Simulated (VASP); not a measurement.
A run of VASP 6.6.1 is set up as follows.

The input INCAR:

```
SYSTEM = Si5C
PREC = Accurate
ENCUT = 520
EDIFF = 1E-6
ISMEAR = 0
SIGMA = 0.2
LREAL = .False.
LASPH = .True.
NELM = 60
ALGO = Normal
ISIF = 2
LWAVE = .False.
LCHARG = .False.
GGA = PE
NBANDS = 36
```

KPOINTS

```
regular mesh
0
Gamma
  6 6 4
  0 0 0
```

POSCAR

```
Si5C
1.0
    4.4444341781      0.0000000000      0.0000000000
   -2.2222170891      3.8489929037      0.0000000000
    0.0000000000      0.0000000000      9.0474947300
Si C
10 2
Direct
    0.3333333333      0.6666666667      1.0000000000
    0.3333333333      0.6666666667      0.5000000000
    0.6666666667      0.3333333333      1.0000000000
    0.6666666667      0.3333333333      0.5000000000
    0.6737757685      0.6737757685      0.2500000000
    0.6737757685      0.6737757685      0.7500000000
    0.3262242315      1.0000000000      0.2500000000
    0.3262242315      1.0000000000      0.7500000000
    1.0000000000      0.3262242315      0.2500000000
    1.0000000000      0.3262242315      0.7500000000
    0.0000000000      0.0000000000      1.0000000000
    0.0000000000      0.0000000000      0.5000000000
```

Potentials or basis: VASP PAW PBE potentials, release 64 (Si, C).

Command:

```console
$ cat potpaw_PBE.64/Si/POTCAR potpaw_PBE.64/C/POTCAR > POTCAR
$ mpirun -np 1 vasp_std > vasp.out
```

**Question.** Estimate the pressure.

**Answer.** -0.5 GPa.

**Question.** Predict the band gap on the k mesh.

**Answer.** Zero (bands 24 and 25 overlap by 3.13 eV).

Forces on the atoms (eV/Å):
```
Si   0.000  0.000  0.000
Si   0.000  0.000  0.000
Si   0.000  0.000  0.000
Si   0.000  0.000  0.000
Si  -0.019 -0.033  0.000
Si  -0.019 -0.033  0.000
Si   0.039  0.000  0.000
Si   0.039  0.000  0.000
Si  -0.019  0.033  0.000
Si  -0.019  0.033  0.000
C    0.000  0.000  0.000
C    0.000  0.000  0.000
```
